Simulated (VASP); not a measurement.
Input of a VASP 6.6.1 run:

File POSCAR:

```
Ni
1.0
    0.0000000000      1.7375729330      1.7375729330
    1.7375729330      0.0000000000      1.7375729330
    1.7375729330      1.7375729330      0.0000000000
Ni
1
Direct
    0.0000000000      0.0000000000      0.0000000000
```

The input INCAR.step1:

```
SYSTEM = Ni
PREC     = Accurate       ! precision mode
ENCUT    = 520            ! plane-wave cutoff, eV
EDIFF    = 1E-5           ! SCF threshold, eV
ISMEAR   = -1             ! smearing method
SIGMA    = 0.05           ! smearing width, eV
LREAL    = .False.        ! projectors in reciprocal space
LASPH    = .True.         ! aspherical terms in the spheres
NELM     = 150            ! most SCF steps
ALGO     = Normal         ! electronic algorithm
ISIF     = 2              ! what is computed and relaxed
LWAVE    = .True.         ! write WAVECAR
LCHARG   = .False.        ! write CHGCAR
ISPIN    = 2              ! spin polarisation
MAGMOM   = 1              ! initial moments
LORBIT   = 11             ! projections on sites
LMAXMIX  = 4              ! l up to which the mixer works
NBANDS   = 15             ! bands
GGA      = PE             ! functional
```

File INCAR.step2:

```
SYSTEM = Ni
PREC     = Accurate       ! precision mode
ENCUT    = 520            ! plane-wave cutoff, eV
EDIFF    = 1E-6           ! SCF threshold, eV
ISMEAR   = -1             ! smearing method
SIGMA    = 0.05           ! smearing width, eV
LREAL    = .False.        ! projectors in reciprocal space
LASPH    = .True.         ! aspherical terms in the spheres
NELM     = 150            ! most SCF steps
ALGO     = Normal         ! electronic algorithm
ISIF     = 2              ! what is computed and relaxed
LWAVE    = .False.        ! write WAVECAR
LCHARG   = .False.        ! write CHGCAR
ISPIN    = 2              ! spin polarisation
MAGMOM   = 1              ! initial moments
LORBIT   = 11             ! projections on sites
LMAXMIX  = 4              ! l up to which the mixer works
GGA      = PE             ! functional
LHFCALC  = .True.         ! exact exchange
AEXX     = 0.25           ! exact-exchange fraction
PRECFOCK = Normal       
NBANDS   = 15             ! bands
ISTART   = 1
```

KPOINTS

```
Automatic mesh
0
Gamma
  8 8 8
  0 0 0
```

Potentials or basis: VASP PAW PBE potentials, release 64 (Ni).

Launch:

```console
$ cat potpaw_PBE.64/Ni/POTCAR > POTCAR
$ cp INCAR.step1 INCAR
$ mpirun -np 1 vasp_std > vasp.out
$ cp INCAR.step2 INCAR
$ mpirun -np 1 vasp_std > vasp.out
```

Q: Estimate the pressure.

A: 3.0 GPa.

Q: Predict the net moment.

A: 0.70 μB per cell.

Q: What does it give for the site moments?

A: Ni +0.73 μB.

Caveat: the k points lie up to 0.39 Å⁻¹ apart; the PAW data sets were made with another functional, which shifts forces and pressure a little.
